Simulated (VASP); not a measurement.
Here is a VASP 6.6.1 calculation.

File INCAR:

```
SYSTEM = Co
PREC = Accurate
ENCUT = 520
EDIFF = 1E-6
ISMEAR = -1
SIGMA = 0.05
LREAL = .False.
LASPH = .True.
NELM = 150
ALGO = Normal
ISIF = 2
LWAVE = .False.
LCHARG = .False.
ISPIN = 2
MAGMOM = 2 2
LORBIT = 11
LMAXMIX = 4
GGA = PE
NBANDS = 20
```

File KPOINTS:

```
regular mesh
0
Gamma
  10 10 6
  0 0 0
```

File POSCAR:

```
Co
1.0
    2.4225599051      0.0000000000      0.0000000000
   -1.2112799526      2.0979984200      0.0000000000
    0.0000000000      0.0000000000      4.0211440800
Co
2
Direct
    0.6666666667      0.3333333333      0.7500000000
    0.3333333333      0.6666666667      0.2500000000
```

Potentials or basis: VASP PAW PBE potentials, release 64 (Co).

Launch:

```bash
$ cat potpaw_PBE.64/Co/POTCAR > POTCAR
$ mpirun -np 1 vasp_std > vasp.out
```

(1) Estimate the net moment.

(2) Predict the site moments.

(3) Estimate the pressure.

## Answers

(1) 3.22 μB per cell.

(2) Co +1.62 μB.

(3) 14.9 GPa.

Caveat: the cell stands under pressure.
